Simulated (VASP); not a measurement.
Input of a VASP 6.6.1 run:

The input INCAR:

```
SYSTEM = Ga
PREC = Accurate
ENCUT = 520
EDIFF = 1E-6
ISMEAR = 0
SIGMA = 0.1
LREAL = .FALSE.
LASPH = .TRUE.
NELM = 80
ALGO = Fast
ISIF = 2
LWAVE = .FALSE.
LCHARG = .FALSE.
GGA = PE
NBANDS = 20
```

KPOINTS

```
regular mesh
0
G
  16 12 10
  0 0 0
```

File POSCAR:

```
Ga
1.0
    2.7836464046      0.0000000000     -0.0095936029
    0.0000000000      3.3924812812      0.0000000000
   -1.3597351765      0.0000000000      4.0624086383
Ga
2
Direct
    0.8637828807      0.2500000000      0.2328784560
    0.1362171193      0.7500000000      0.7671215440
```

Potentials or basis: VASP PAW PBE potentials, release 64 (Ga_d).

The run is started by

```sh
$ cat potpaw_PBE.64/Ga_d/POTCAR > POTCAR
$ mpirun -np 1 vasp_std > vasp.out
```

What does it give for the pressure?

0.1 GPa.

Estimate the band gap on the k mesh.

zero (band 13 reaches 9.15 eV, above the bottom of band 14 at 1.15 eV).

Forces in eV/Å, atoms in the order of the input:
```
Ga   0.002  0.000 -0.001
Ga  -0.002  0.000  0.001
```
